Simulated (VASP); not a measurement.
# CsCl3 (I4/mmm) in VASP: a series of runs

The runs below take CsCl3 through single point, with PBEsol.

Everything below comes from runs of VASP 6.6.1. Logs are shortened: lines on timing, memory, paths and dates and some standing lists are left out, and cuts for length are marked.

## Step 1: The cell of the first run

The structure is tetragonal, space group I4/mmm (No. 139). Conventional cell: a = 4.327 Å, b = 4.327 Å, c = 16.317 Å, α = 90.00°, β = 90.00°, γ = 90.00°. Cs (site symmetry 4/mmm) has 4 Cl at 3.06 Å within 4.0 Å. Cl (site symmetry -4m2) has 4 Cl at 3.06 Å within 4.0 Å. Within 4.0 Å of Cl (site symmetry 4/mmm) lie 4 Cs at 3.06 Å.

## Step 2: Single point, PBEsol (K replaced by Cs, lengths x 1.048, strained)

Contents of INCAR:

```
SYSTEM = CsCl3
ALGO = Normal
EDIFF = 1E-7
ENCUT = 520
GGA = PS
ISIF = 2
ISMEAR = 0
LASPH = .TRUE.
LCHARG = .FALSE.
LREAL = .FALSE.
LWAVE = .FALSE.
NBANDS = 23
NELM = 100
PREC = Accurate
SIGMA = 0.1
```

Contents of KPOINTS:

```
k-points
0
G
  6 6 6
  0 0 0
```

Contents of POSCAR:

```
CsCl3
1.0
   -2.1636817771      2.1636817771      8.1583822632
    2.1636817771     -2.1636817771      8.1583822632
    2.1636817771      2.1636817771     -8.1583822632
Cs Cl
1 3
Direct
    0.0000000000      0.0000000000      0.0000000000
    0.7500000000      0.2500000000      0.5000000000
    0.2500000000      0.7500000000      0.5000000000
    0.5000000000      0.5000000000      0.0000000000
```

Potentials or basis: VASP PAW PBE potentials, release 64 (Cs_sv, Cl).

Started as:

```console
$ cat potpaw_PBE.64/Cs_sv/POTCAR potpaw_PBE.64/Cl/POTCAR > POTCAR
$ mpirun -np 1 vasp_std > vasp.out
```

OUTCAR:

```text
SYSTEM = CsCl3
   EDIFF = 1E-7
   ENCUT = 520
   GGA = PS
   ISIF = 2
   ISMEAR = 0
   LASPH = .TRUE.
   LREAL = .FALSE.
   NELM = 100
   PREC = Accurate

 ion  position               nearest neighbor table
   1  0.000  0.000  0.000-
   2  0.750  0.250  0.500-
   3  0.250  0.750  0.500-
   4  0.500  0.500  0.000-

  LATTYP: Found a body centered tetragonal cell.
 ALAT       =     4.3273635542
 C/A-ratio  =     3.7706017352

  Lattice vectors:

 A1 = (  -2.1636817771,   2.1636817771,   8.1583822632)
 A2 = (   2.1636817771,  -2.1636817771,   8.1583822632)
 A3 = (   2.1636817771,   2.1636817771,  -8.1583822632)

Analysis of symmetry for initial positions (statically):
=====================================================================
 Subroutine PRICEL returns:
 Original cell was already a primitive cell.

 Routine SETGRP: Setting up the symmetry group for a
 body centered tetragonal supercell.

 Subroutine GETGRP returns: Found 16 space group operations
 (whereof 16 operations were pure point group operations)
 out of a pool of 16 trial point group operations.

The static configuration has the point symmetry D_4h.

Analysis of symmetry for dynamics (positions and initial velocities):
=====================================================================
 Subroutine PRICEL returns:
 Original cell was already a primitive cell.

 Routine SETGRP: Setting up the symmetry group for a
 body centered tetragonal supercell.

 Subroutine GETGRP returns: Found 16 space group operations
 (whereof 16 operations were pure point group operations)
 out of a pool of 16 trial point group operations.

The dynamic configuration has the point symmetry D_4h.

 Subroutine INISYM returns: Found 16 space group operations
 (whereof 16 operations are pure point group operations),
 and found     1 'primitive' translations

----------------------------------------------------------------------------------------

                                     Primitive cell

  volume of cell :     152.7745

  direct lattice vectors                    reciprocal lattice vectors
    -2.163681777  2.163681777  8.158382263     0.000000000  0.231087587  0.061286660
     2.163681777 -2.163681777  8.158382263     0.231087587  0.000000000  0.061286660
     2.163681777  2.163681777 -8.158382263     0.231087587  0.231087587  0.000000000

  length of vectors
     8.713336836  8.713336836  8.713336836     0.239076405  0.239076405  0.326807199

  position of ions in fractional coordinates (direct lattice)
     0.000000000  0.000000000  0.000000000
     0.750000000  0.250000000  0.500000000
     0.250000000  0.750000000  0.500000000
     0.500000000  0.500000000  0.000000000

  ion indices of the primitive-cell ions
   primitive index   ion index
                 1           1
                 2           2
                 3           3
                 4           4

----------------------------------------------------------------------------------------

 KPOINTS: k-points

Automatic generation of k-mesh.
 Grid dimensions read from file:
 generate k-points for:    6    6    6

 Generating k-lattice:

  Cartesian coordinates                     Fractional coordinates (reciprocal lattice)
     0.000000000  0.038514598  0.010214443     0.166666667  0.000000000  0.000000000
     0.038514598  0.000000000  0.010214443     0.000000000  0.166666667  0.000000000
     0.038514598  0.038514598  0.000000000     0.000000000  0.000000000  0.166666667

  Length of vectors
     0.039846067  0.039846067  0.054467867

  Shift w.r.t. Gamma in fractional coordinates (k-lattice)
     0.000000000  0.000000000  0.000000000

 Subroutine IBZKPT returns following result:
 ===========================================

 Found     30 irreducible k-points:

 Following reciprocal coordinates:
            Coordinates               Weight
  0.000000  0.000000  0.000000      1.000000
  0.166667  0.000000  0.000000      8.000000
  0.333333  0.000000  0.000000      8.000000
  0.500000  0.000000  0.000000      4.000000
  0.166667  0.166667  0.000000      8.000000
  0.333333  0.166667 -0.000000     16.000000
[... 16 lines left out ...]
 -0.333333 -0.333333  0.166667      8.000000
 -0.166667 -0.333333  0.166667      8.000000
 [... further k-points ...]
   k-points           NKPTS =     30   k-points in BZ     NKDIM =     30   number of bands    NBANDS=     23
   number of dos      NEDOS =    301   number of ions     NIONS =      4
   total plane-waves  NPLWV = 343000
   dimension x,y,z NGX =    70 NGY =   70 NGZ =   70
   dimension x,y,z NGXF=   140 NGYF=  140 NGZF=  140
   ions per type =               1   3
   NGX,Y,Z   is equivalent  to a cutoff of  13.36, 13.36, 13.36 a.u.
   NGXF,Y,Z  is equivalent  to a cutoff of  26.71, 26.71, 26.71 a.u.
 SYSTEM =  CsCl3
   PREC   = accura    normal or accurate (medium, high low for compatibility)
   ISTART =      0    job   : 0-new  1-cont  2-samecut
   ICHARG =      2    charge: 1-file 2-atom 10-const
   ISPIN  =      1    spin polarized calculation?
   LNONCOLLINEAR =      F non collinear calculations
   LSORBIT =      F    spin-orbit coupling
   LASPH  =      T    aspherical Exc in radial PAW
   ENCUT  =  520.0 eV  38.22 Ry    6.18 a.u.  16.20 16.20 16.20*2*pi/ulx,y,z
   NELM   =    100;   NELMIN=  2; NELMDL= -5     # of ELM steps
   EDIFF  = 0.1E-06   stopping-criterion for ELM
   LREAL  =      F    real-space projection
   EDIFFG = 0.1E-05   stopping-criterion for IOM
   NSW    =      0    number of steps for IOM
   IBRION =     -1    ionic relax: 0-MD 1-quasi-New 2-CG
   NFREE  =      0    steps in history (QN), initial steepest desc. (CG)
   ISIF   =      2    stress and relaxation
   ISYM   =      2    0-nonsym 1-usesym 2-fastsym
   POTIM  = 0.5000    time-step for ionic-motion
   TEBEG  =    0.0;   TEEND  =   0.0 temperature during run
   PSTRESS=    0.0 pullay stress
   NELECT =      30.0000    total number of electrons
   NUPDOWN=      -1.0000    fix difference up-down
   EMIN   =  10.00;   EMAX   =-10.00  energy-range for DOS
   EFERMI =   0.00;   METHOD = LEGACY
   ISMEAR =     0;   SIGMA  =   0.10  broadening in eV -4-tet -1-fermi 0-gaus
   EFERMI_NEDOS =   21; number of points for ismear=-14 and -15
   IALGO  =     38    algorithm
   IMIX   =      4    mixing-type and parameters
     AMIX     =   0.40;   BMIX     =  1.00
     AMIX_MAG =   1.60;   BMIX_MAG =  1.00
  volume/ion in A,a.u.               =      38.19       257.74
  Fermi-wavevector in a.u.,A,eV,Ry     =   0.951550  1.798169 12.319362  0.905448
  Thomas-Fermi vector in A             =   2.080031
   LORBIT       =      0    0 simple, 1 ext, 2 COOP (PROOUT), +10 PAW based schemes
   GGA     = PS    functional components
   LHFCALC =     F    Hartree Fock is set to
   AEXX    =    0.0000 exact exchange contribution
   IVDW    =     0    specifies the selected vdW correction
   LEPSILON=     F    determine dielectric tensor
   LRPA    =     F    only Hartree local field effects (RPA)
 non-spin polarized calculation
 Gauss-broadening in eV      SIGMA  =   0.10
  energy-cutoff  :      520.00
  volume of cell :      152.77
 maximum number of plane-waves:      4152
 NGX is ok and might be reduce to    70
   NGX = 33   NGY = 33   NGZ = 33

 number of electron      29.9999998 magnetization

 Free energy of the ion-electron system (eV)
  ---------------------------------------------------
  ext. energy  EPLUGINS =         0.00000000
  ---------------------------------------------------
  free energy    TOTEN  =        -9.04408050 eV

  energy without entropy =       -9.02511832  energy(sigma->0) =       -9.03459941

 E-fermi :  -1.6565     XC(G=0):  -7.3186

 val. band max:       -1.6924886036   @ k =  -0.3333   0.5000   0.3333
 cond. band min:      -1.6402697965   @ k =   0.5000   0.5000   0.1667
 fundamental gap:      0.0522188071
 Fermi energy:        -1.6564846765

 k-point     1 :       0.0000    0.0000    0.0000
  band No.  band energies     occupation
      1     -20.6974      2.00000
      2     -15.6099      2.00000
      3     -14.2724      2.00000
      4     -14.2516      2.00000
      5      -7.5840      2.00000
      6      -7.5840      2.00000
[... 15 lines left out ...]
     22       7.0339      0.00000
     23       7.0339      0.00000

 k-point     2 :       0.1667    0.0000    0.0000
  band No.  band energies     occupation
      1     -20.6748      2.00000
      2     -15.5279      2.00000
      3     -14.3699      2.00000
      4     -14.3231      2.00000
      5      -7.5434      2.00000
      6      -7.5153      2.00000
[... 15 lines left out ...]
     22       7.1783      0.00000
     23       7.3936      0.00000

 k-point     3 :       0.3333    0.0000    0.0000
  band No.  band energies     occupation
      1     -20.6285      2.00000
      2     -15.2985      2.00000
      3     -14.6305      2.00000
      4     -14.4653      2.00000
      5      -7.4740      2.00000
      6      -7.3575      2.00000
[... 15 lines left out ...]
     22       7.5622      0.00000
     23       8.3293      0.00000

 k-point     4 :       0.5000    0.0000    0.0000
  band No.  band energies     occupation
      1     -20.6049      2.00000
      2     -14.9726      2.00000
      3     -14.9721      2.00000
      4     -14.5360      2.00000
      5      -7.4381      2.00000
      6      -7.2658      2.00000
[... 15 lines left out ...]
     22       7.8536      0.00000
     23       8.9736      0.00000

 k-point     5 :       0.1667    0.1667    0.0000
  band No.  band energies     occupation
      1     -20.6544      2.00000
      2     -15.4532      2.00000
      3     -14.4489      2.00000
      4     -14.3646      2.00000
      5      -7.7811      2.00000
      6      -7.5120      2.00000
[... 434 lines left out ...]
 k-point    22 :      -0.1667    0.5000    0.1667
  band No.  band energies     occupation
      1     -20.6285      2.00000
      2     -15.2985      2.00000
      3     -14.6307      2.00000
      4     -14.4653      2.00000
      5      -7.4705      2.00000
      6      -7.3573      2.00000
[... 15 lines left out ...]
     22       7.4799      0.00000
     23       8.4539      0.00000

 k-point    23 :      -0.3333   -0.3333    0.1667
  band No.  band energies     occupation
      1     -20.6543      2.00000
      2     -15.4532      2.00000
      3     -14.4489      2.00000
      4     -14.3649      2.00000
      5      -7.7809      2.00000
      6      -7.5067      2.00000
[... 15 lines left out ...]
     22       7.3156      0.00000
     23       7.4810      0.00000

 k-point    24 :      -0.1667   -0.3333    0.1667
  band No.  band energies     occupation
      1     -20.6748      2.00000
      2     -15.5280      2.00000
      3     -14.3700      2.00000
      4     -14.3232      2.00000
      5      -7.5382      2.00000
      6      -7.5152      2.00000
[... 15 lines left out ...]
     22       7.0778      0.00000
     23       7.2205      0.00000

 [... further k-points ...]

------------------------ aborting loop because EDIFF is reached ----------------------------------------

  FORCE on cell =-STRESS in cart. coord.  units (eV):
  Direction    XX          YY          ZZ          XY          YZ          ZX
  --------------------------------------------------------------------------------------
  -------------------------------------------------------------------------------------
  Total       -0.3491057     -0.3491057     -0.7621294      0.0000000     -0.0000000      0.0000000
  in kB       -3.6611433     -3.6611433     -7.9926069      0.0000000     -0.0000000      0.0000000
  external PRESSURE =      -5.1049645 kB  Pullay stress =       0.0000000 kB

 VOLUME and BASIS-vectors are now :
 -----------------------------------------------------------------------------
  energy-cutoff  :      520.00
  volume of cell :      152.77
      direct lattice vectors                 reciprocal lattice vectors
    -2.163681777  2.163681777  8.158382263     0.000000000  0.231087587  0.061286660
     2.163681777 -2.163681777  8.158382263     0.231087587  0.000000000  0.061286660
     2.163681777  2.163681777 -8.158382263     0.231087587  0.231087587  0.000000000

 POSITION                                       TOTAL-FORCE (eV/Angst)
 -----------------------------------------------------------------------------------
      0.00000      0.00000      0.00000         0.000000      0.000000     -0.000000
      0.00000      2.16368      4.07919        -0.000000      0.000000      0.000000
      2.16368      0.00000      4.07919         0.000000     -0.000000      0.000000
      0.00000      0.00000      8.15838         0.000000      0.000000     -0.000000
 -----------------------------------------------------------------------------------
    total drift:                               -0.000000     -0.000000      0.000000

  FREE ENERGIE OF THE ION-ELECTRON SYSTEM (eV)
  ---------------------------------------------------
  free  energy   TOTEN  =        -9.0440804956 eV

  energy  without entropy=       -9.0251183233  energy(sigma->0) =       -9.03459941
```

Wall time 6.2 min (1 thread of Intel Xeon 6975P-C (Granite Rapids), shared host); peak memory 0.66 GiB.

Results:

* Free energy: -9.0441 eV
* Pressure: -0.5 GPa
* Band gap on the k mesh: zero (bands 15 and 16 overlap by 1.39 eV)

Caveat: the cell differs from its parent crystal (K replaced by Cs, lengths x 1.048, strained); the PAW data sets were made with another functional, which shifts forces and pressure a little; spin-orbit coupling is left out, which moves the levels of the heavy elements.

## Step 3: Single point, PBEsol (K replaced by Cs, lengths x 1.048, strained)

Contents of INCAR:

```
  PREC = Accurate
  ENCUT = 520
  EDIFF = 1E-6
  ISMEAR = 0
  SIGMA = 0.1
  LREAL = F
  LASPH = T
  NELM = 100
  ALGO = Normal
  ISIF = 2
  LWAVE = F
  LCHARG = F
  GGA = PS
  NBANDS = 23
```

Contents of KPOINTS:

```
regular mesh
0
Gamma
  14 14 14
```

Contents of POSCAR:

```
CsCl3
1.0
   -2.0029901317      2.0029901317      7.6021373696
    2.0029901317     -2.0029901317      7.6021373696
    2.0029901317      2.0029901317     -7.6021373696
Cs Cl
1 3
Direct
    0.0000000000      0.0000000000      0.0000000000
    0.7500000000      0.2500000000      0.5000000000
    0.2500000000      0.7500000000      0.5000000000
    0.5000000000      0.5000000000      0.0000000000
```

Potentials or basis: VASP PAW PBE potentials, release 64 (Cs_sv, Cl).

Started as:

```console
$ cat potpaw_PBE.64/Cs_sv/POTCAR potpaw_PBE.64/Cl/POTCAR > POTCAR
$ mpirun -np 1 vasp_std > vasp.out
```

OUTCAR:

```text
PREC = Accurate
   ENCUT = 520
   EDIFF = 1E-6
   ISMEAR = 0
   LREAL = F
   LASPH = T
   NELM = 100
   ISIF = 2
   GGA = PS

 ion  position               nearest neighbor table
   1  0.000  0.000  0.000-   4 2.83   4 2.83   4 2.83   4 2.83
   2  0.750  0.250  0.500-
   3  0.250  0.750  0.500-
   4  0.500  0.500  0.000-   1 2.83   1 2.83   1 2.83   1 2.83

  LATTYP: Found a body centered tetragonal cell.
 ALAT       =     4.0059802634
 C/A-ratio  =     3.7953943204
[... 819 lines left out ...]

  FORCE on cell =-STRESS in cart. coord.  units (eV):
  Direction    XX          YY          ZZ          XY          YZ          ZX
  --------------------------------------------------------------------------------------
  -------------------------------------------------------------------------------------
  Total        6.5507319      6.5507319     -0.9607167      0.0000000      0.0000000      0.0000000
  in kB       86.0294378     86.0294378    -12.6168977      0.0000000      0.0000000      0.0000000
  external PRESSURE =      53.1473259 kB  Pullay stress =       0.0000000 kB

 VOLUME and BASIS-vectors are now :
 -----------------------------------------------------------------------------
  energy-cutoff  :      520.00
  volume of cell :      122.00
      direct lattice vectors                 reciprocal lattice vectors
    -2.002990132  2.002990132  7.602137370     0.000000000  0.249626792  0.065770977
     2.002990132 -2.002990132  7.602137370     0.249626792  0.000000000  0.065770977
     2.002990132  2.002990132 -7.602137370     0.249626792  0.249626792  0.000000000

 POSITION                                       TOTAL-FORCE (eV/Angst)
 -----------------------------------------------------------------------------------
      0.00000      0.00000      0.00000         0.000000     -0.000000     -0.000000
      0.00000      2.00299      3.80107        -0.000000     -0.000000      0.000000
      2.00299      0.00000      3.80107         0.000000      0.000000     -0.000000
      0.00000      0.00000      7.60214         0.000000     -0.000000     -0.000000
 -----------------------------------------------------------------------------------
    total drift:                               -0.000000      0.000000      0.000000

  FREE ENERGIE OF THE ION-ELECTRON SYSTEM (eV)
  ---------------------------------------------------
  free  energy   TOTEN  =        -8.6724599295 eV

  energy  without entropy=       -8.6608921433  energy(sigma->0) =       -8.66667604
```

It took 18 min on 1 thread of Intel Xeon 6975P-C (Granite Rapids), shared host; peak memory 0.86 GiB.

What came out:

```
Free energy            : -8.6725 eV
Pressure               : 5.3 GPa
Band gap on the k mesh : zero (bands 15 and 16 overlap by 2.58 eV)
```

Stress tensor (GPa, compression positive):
```
 8.60  0.00  0.00
 0.00  8.60  0.00
 0.00  0.00 -1.26
```

Caveat: the cell differs from its parent crystal (K replaced by Cs, lengths x 1.048, strained); the cell stands under pressure; the PAW data sets were made with another functional, which shifts forces and pressure a little; spin-orbit coupling is left out, which moves the levels of the heavy elements.
